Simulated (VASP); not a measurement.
# CaAgI (P4/nmm) in VASP: notebook

The runs below take CaAgI through single point, relaxation of cell and atoms, with PBEsol.

All numbers are computed with VASP 6.6.1; they aren't measurements. Logs are shortened: lines on timing, memory, paths and dates and some standing lists are left out, and cuts for length are marked.

## 1. The cell of the first run

The structure is tetragonal, space group P4/nmm (No. 129). Conventional cell: a = 4.216 Å, b = 4.216 Å, c = 9.293 Å, α = 90.00°, β = 90.00°, γ = 90.00°. Within 4.0 Å of Ca (site symmetry 4mm) lie 4 Ag at 3.05 Å and 5 I at 3.21 to 3.71 Å. Within 3.9 Å of Ag (site symmetry -4m2) lie 4 Ag at 2.98 Å and 4 Ca at 3.05 Å. I (site symmetry 4mm) has 5 Ca at 3.21 to 3.71 Å and 4 I at 3.91 Å and 4 Ag at 3.99 Å within 4.2 Å.

## 2. Single point, PBEsol

INCAR

```
SYSTEM = CaAgI
PREC     = Accurate       ! precision mode
ENCUT    = 520            ! plane-wave cutoff, eV
EDIFF    = 1E-7           ! SCF threshold, eV
ISMEAR   = 1              ! smearing method
SIGMA    = 0.025          ! smearing width, eV
LREAL    = .FALSE.        ! projectors in reciprocal space
LASPH    = .TRUE.         ! aspherical terms in the spheres
NELM     = 60             ! most SCF steps
ALGO     = Normal         ! electronic algorithm
ISIF     = 2              ! what is computed and relaxed
LWAVE    = .FALSE.        ! write WAVECAR
LCHARG   = .FALSE.        ! write CHGCAR
GGA      = PS             ! functional
NBANDS   = 37             ! bands
```

KPOINTS

```
regular mesh
0
G
  4 4 2
  0 0 0
```

POSCAR

```
CaAgI
1.0
    4.2159306819      0.0000000000      0.0000000000
    0.0000000000      4.2159306819      0.0000000000
    0.0000000000      0.0000000000      9.2930187318
Ca Ag I
2 2 2
Direct
    0.0000000000      0.5000000000      0.2372461030
    0.5000000000      0.0000000000      0.7627538970
    0.0000000000      0.0000000000      0.0000000000
    0.5000000000      0.5000000000      0.0000000000
    0.0000000000      0.5000000000      0.6359974422
    0.5000000000      0.0000000000      0.3640025578
```

Potentials or basis: VASP PAW PBE potentials, release 64 (Ca_sv, Ag, I).

On the command line:

```sh
> cat potpaw_PBE.64/Ca_sv/POTCAR potpaw_PBE.64/Ag/POTCAR potpaw_PBE.64/I/POTCAR > POTCAR
> mpirun -np 1 vasp_std > vasp.out
```

OUTCAR:

```text
SYSTEM = CaAgI
   PREC = Accurate
   ENCUT = 520
   EDIFF = 1E-7
   ISMEAR = 1
   LREAL = .FALSE.
   LASPH = .TRUE.
   NELM = 60
   ISIF = 2
   GGA = PS

 ion  position               nearest neighbor table
   1  0.000  0.500  0.237-   3 3.05   4 3.05   3 3.05   4 3.05   6 3.21   6 3.21   6 3.21   6 3.21

   2  0.500  0.000  0.763-   3 3.05   4 3.05   4 3.05   3 3.05   5 3.21   5 3.21   5 3.21   5 3.21

   3  0.000  0.000  0.000-   4 2.98   4 2.98   4 2.98   4 2.98   2 3.05   2 3.05   1 3.05   1 3.05

   4  0.500  0.500  0.000-   3 2.98   3 2.98   3 2.98   3 2.98   2 3.05   1 3.05   1 3.05   2 3.05

   5  0.000  0.500  0.636-   2 3.21   2 3.21   2 3.21   2 3.21
   6  0.500  0.000  0.364-   1 3.21   1 3.21   1 3.21   1 3.21

  LATTYP: Found a simple tetragonal cell.
 ALAT       =     4.2159306819
 C/A-ratio  =     2.2042626962

  Lattice vectors:

 A1 = (   4.2159306819,   0.0000000000,   0.0000000000)
 A2 = (   0.0000000000,   4.2159306819,   0.0000000000)
 A3 = (   0.0000000000,   0.0000000000,   9.2930187318)

Analysis of symmetry for initial positions (statically):
=====================================================================
 Subroutine PRICEL returns:
 Original cell was already a primitive cell.

 Routine SETGRP: Setting up the symmetry group for a
 simple tetragonal supercell.

 Subroutine GETGRP returns: Found 16 space group operations
 (whereof  8 operations were pure point group operations)
 out of a pool of 16 trial point group operations.

The static configuration has the point symmetry D_2d.
 The point group associated with its full space group is D_4h.

Analysis of symmetry for dynamics (positions and initial velocities):
=====================================================================
 Subroutine PRICEL returns:
 Original cell was already a primitive cell.

 Routine SETGRP: Setting up the symmetry group for a
 simple tetragonal supercell.

 Subroutine GETGRP returns: Found 16 space group operations
 (whereof  8 operations were pure point group operations)
 out of a pool of 16 trial point group operations.

The dynamic configuration has the point symmetry D_2d.
 The point group associated with its full space group is D_4h.

 Subroutine INISYM returns: Found 16 space group operations
 (whereof  8 operations are pure point group operations),
 and found     1 'primitive' translations

----------------------------------------------------------------------------------------

                                     Primitive cell

  volume of cell :     165.1748

  direct lattice vectors                    reciprocal lattice vectors
     4.215930682  0.000000000  0.000000000     0.237195551  0.000000000  0.000000000
     0.000000000  4.215930682  0.000000000     0.000000000  0.237195551  0.000000000
     0.000000000  0.000000000  9.293018732     0.000000000  0.000000000  0.107607660

  length of vectors
     4.215930682  4.215930682  9.293018732     0.237195551  0.237195551  0.107607660

  position of ions in fractional coordinates (direct lattice)
     0.000000000  0.500000000  0.237246103
     0.500000000  0.000000000  0.762753897
     0.000000000  0.000000000  0.000000000
     0.500000000  0.500000000  0.000000000
     0.000000000  0.500000000  0.635997442
     0.500000000  0.000000000  0.364002558

  ion indices of the primitive-cell ions
   primitive index   ion index
                 1           1
                 2           2
                 3           3
                 4           4
                 5           5
                 6           6

----------------------------------------------------------------------------------------

 KPOINTS: regular mesh

Automatic generation of k-mesh.
 Grid dimensions read from file:
 generate k-points for:    4    4    2

 Generating k-lattice:

  Cartesian coordinates                     Fractional coordinates (reciprocal lattice)
     0.059298888  0.000000000  0.000000000     0.250000000  0.000000000  0.000000000
     0.000000000  0.059298888  0.000000000     0.000000000  0.250000000  0.000000000
     0.000000000  0.000000000  0.053803830     0.000000000  0.000000000  0.500000000

  Length of vectors
     0.059298888  0.059298888  0.053803830

  Shift w.r.t. Gamma in fractional coordinates (k-lattice)
     0.000000000  0.000000000  0.000000000

 Subroutine IBZKPT returns following result:
 ===========================================

 Found     12 irreducible k-points:

 Following reciprocal coordinates:
            Coordinates               Weight
  0.000000  0.000000  0.000000      1.000000
  0.250000  0.000000  0.000000      4.000000
  0.500000  0.000000  0.000000      2.000000
  0.250000  0.250000  0.000000      4.000000
  0.500000  0.250000  0.000000      4.000000
  0.500000  0.500000  0.000000      1.000000
  0.000000  0.000000  0.500000      1.000000
  0.250000  0.000000  0.500000      4.000000
  0.500000  0.000000  0.500000      2.000000
  0.250000  0.250000  0.500000      4.000000
  0.500000  0.250000  0.500000      4.000000
  0.500000  0.500000  0.500000      1.000000
   k-points           NKPTS =     12   k-points in BZ     NKDIM =     12   number of bands    NBANDS=     37
   number of dos      NEDOS =    301   number of ions     NIONS =      6
   total plane-waves  NPLWV =  71680
   dimension x,y,z NGX =    32 NGY =   32 NGZ =   70
   dimension x,y,z NGXF=    64 NGYF=   64 NGZF=  140
   ions per type =               2   2   2
   NGX,Y,Z   is equivalent  to a cutoff of  12.62, 12.62, 12.52 a.u.
   NGXF,Y,Z  is equivalent  to a cutoff of  25.24, 25.24, 25.05 a.u.
 SYSTEM =  CaAgI
   PREC   = accura    normal or accurate (medium, high low for compatibility)
   ISTART =      0    job   : 0-new  1-cont  2-samecut
   ICHARG =      2    charge: 1-file 2-atom 10-const
   ISPIN  =      1    spin polarized calculation?
   LNONCOLLINEAR =      F non collinear calculations
   LSORBIT =      F    spin-orbit coupling
   LASPH  =      T    aspherical Exc in radial PAW
   ENCUT  =  520.0 eV  38.22 Ry    6.18 a.u.   7.84  7.84 17.28*2*pi/ulx,y,z
   NELM   =     60;   NELMIN=  2; NELMDL= -5     # of ELM steps
   EDIFF  = 0.1E-06   stopping-criterion for ELM
   LREAL  =      F    real-space projection
   EDIFFG = 0.1E-05   stopping-criterion for IOM
   NSW    =      0    number of steps for IOM
   IBRION =     -1    ionic relax: 0-MD 1-quasi-New 2-CG
   NFREE  =      0    steps in history (QN), initial steepest desc. (CG)
   ISIF   =      2    stress and relaxation
   ISYM   =      2    0-nonsym 1-usesym 2-fastsym
   POTIM  = 0.5000    time-step for ionic-motion
   TEBEG  =    0.0;   TEEND  =   0.0 temperature during run
   PSTRESS=    0.0 pullay stress
   NELECT =      56.0000    total number of electrons
   NUPDOWN=      -1.0000    fix difference up-down
   EMIN   =  10.00;   EMAX   =-10.00  energy-range for DOS
   EFERMI =   0.00;   METHOD = LEGACY
   ISMEAR =     1;   SIGMA  =   0.03  broadening in eV -4-tet -1-fermi 0-gaus
   EFERMI_NEDOS =   21; number of points for ismear=-14 and -15
   IALGO  =     38    algorithm
   IMIX   =      4    mixing-type and parameters
     AMIX     =   0.40;   BMIX     =  1.00
     AMIX_MAG =   1.60;   BMIX_MAG =  1.00
  volume/ion in A,a.u.               =      27.53       185.78
  Fermi-wavevector in a.u.,A,eV,Ry     =   1.141536  2.157190 17.729811  1.303104
  Thomas-Fermi vector in A             =   2.278236
   LORBIT       =      0    0 simple, 1 ext, 2 COOP (PROOUT), +10 PAW based schemes
   GGA     = PS    functional components
   LHFCALC =     F    Hartree Fock is set to
   AEXX    =    0.0000 exact exchange contribution
   IVDW    =     0    specifies the selected vdW correction
   LEPSILON=     F    determine dielectric tensor
   LRPA    =     F    only Hartree local field effects (RPA)
 non-spin polarized calculation
 Methfessel and Paxton  Order N= 1 SIGMA  =   0.03
  energy-cutoff  :      520.00
  volume of cell :      165.17
 maximum number of plane-waves:      4468
 NGX is ok and might be reduce to    32
   NGX = 15   NGY = 15   NGZ = 35

 number of electron      56.0000002 magnetization

 Free energy of the ion-electron system (eV)
  ---------------------------------------------------
  ext. energy  EPLUGINS =         0.00000000
  ---------------------------------------------------
  free energy    TOTEN  =       -18.82403531 eV

  energy without entropy =      -18.82423253  energy(sigma->0) =      -18.82410105

 E-fermi :   6.1243     XC(G=0):  -9.7119

 val. band max:        6.0408615051   @ k =   0.2500   0.2500   0.0000
 cond. band min:       6.1451872147   @ k =   0.2500   0.2500   0.5000
 fundamental gap:      0.1043257096
 Fermi energy:         6.1243226541

 k-point     1 :       0.0000    0.0000    0.0000
  band No.  band energies     occupation
      1     -35.8549      2.00000
      2     -35.8546      2.00000
      3     -16.9693      2.00000
      4     -16.9693      2.00000
      5     -16.9690      2.00000
      6     -16.9690      2.00000
[... 29 lines left out ...]
     36       8.5418      0.00000
     37       9.2734      0.00000

 k-point     2 :       0.2500    0.0000    0.0000
  band No.  band energies     occupation
      1     -35.8539      2.00000
      2     -35.8536      2.00000
      3     -16.9959      2.00000
      4     -16.9956      2.00000
      5     -16.9664      2.00000
      6     -16.9662      2.00000
[... 29 lines left out ...]
     36       9.0997      0.00000
     37       9.1832      0.00000

 k-point     3 :       0.5000    0.0000    0.0000
  band No.  band energies     occupation
      1     -35.8527      2.00000
      2     -35.8527      2.00000
      3     -17.0218      2.00000
      4     -17.0218      2.00000
      5     -16.9634      2.00000
      6     -16.9634      2.00000
[... 29 lines left out ...]
     36       8.9641      0.00000
     37       9.3683      0.00000
[... 281 lines left out ...]
 k-point    11 :       0.5000    0.2500    0.5000
  band No.  band energies     occupation
      1     -35.8518      2.00000
      2     -35.8518      2.00000
      3     -17.0146      2.00000
      4     -17.0146      2.00000
      5     -16.9855      2.00000
      6     -16.9855      2.00000
[... 29 lines left out ...]
     36       9.1860      0.00000
     37       9.6458      0.00000

 k-point    12 :       0.5000    0.5000    0.5000
  band No.  band energies     occupation
      1     -35.8508      2.00000
      2     -35.8508      2.00000
      3     -17.0085      2.00000
      4     -17.0085      2.00000
      5     -17.0063      2.00000
      6     -17.0063      2.00000
[... 29 lines left out ...]
     36       9.1922      0.00000
     37       9.6018      0.00000

------------------------ aborting loop because EDIFF is reached ----------------------------------------

  FORCE on cell =-STRESS in cart. coord.  units (eV):
  Direction    XX          YY          ZZ          XY          YZ          ZX
  --------------------------------------------------------------------------------------
  -------------------------------------------------------------------------------------
  Total        0.0593616      0.0593616      0.0336716      0.0000000      0.0000000      0.0000000
  in kB        0.5758011      0.5758011      0.3266105      0.0000000      0.0000000      0.0000000
  external PRESSURE =       0.4927376 kB  Pullay stress =       0.0000000 kB

 VOLUME and BASIS-vectors are now :
 -----------------------------------------------------------------------------
  energy-cutoff  :      520.00
  volume of cell :      165.17
      direct lattice vectors                 reciprocal lattice vectors
     4.215930682  0.000000000  0.000000000     0.237195551  0.000000000  0.000000000
     0.000000000  4.215930682  0.000000000     0.000000000  0.237195551  0.000000000
     0.000000000  0.000000000  9.293018732     0.000000000  0.000000000  0.107607660

 POSITION                                       TOTAL-FORCE (eV/Angst)
 -----------------------------------------------------------------------------------
      0.00000      2.10797      2.20473         0.000000      0.000000      0.001289
      2.10797      0.00000      7.08829        -0.000000      0.000000     -0.001289
      0.00000      0.00000      0.00000         0.000000      0.000000      0.000000
      2.10797      2.10797      0.00000         0.000000     -0.000000      0.000000
      0.00000      2.10797      5.91034         0.000000      0.000000     -0.013140
      2.10797      0.00000      3.38268         0.000000     -0.000000      0.013140
 -----------------------------------------------------------------------------------
    total drift:                                0.000000     -0.000000     -0.000000

  FREE ENERGIE OF THE ION-ELECTRON SYSTEM (eV)
  ---------------------------------------------------
  free  energy   TOTEN  =       -18.8240353080 eV

  energy  without entropy=      -18.8242325339  energy(sigma->0) =      -18.82410105
```

Run time: 56 s. Hardware: 1 thread of Intel Xeon Platinum 8488C (Sapphire Rapids), shared host; peak memory 0.28 GiB.

Results:

```yaml
Free_energy: -18.8240 eV
Pressure: 0.0 GPa
Largest_force: 0.013 eV/Å
Band_gap_on_the_k_mesh: zero (band 28 reaches 6.18 eV, above the bottom of band 29 at 5.73 eV)
```

Forces on the atoms (eV/Å):
```
Ca   0.000  0.000  0.001
Ca   0.000  0.000 -0.001
Ag   0.000  0.000  0.000
Ag   0.000  0.000  0.000
I    0.000  0.000 -0.013
I    0.000  0.000  0.013
```

Caveat: the k points lie up to 0.37 Å⁻¹ apart; the PAW data sets were made with another functional, which shifts forces and pressure a little; spin-orbit coupling is left out, which moves the levels of the heavy elements.

[end of part 1 of 2]
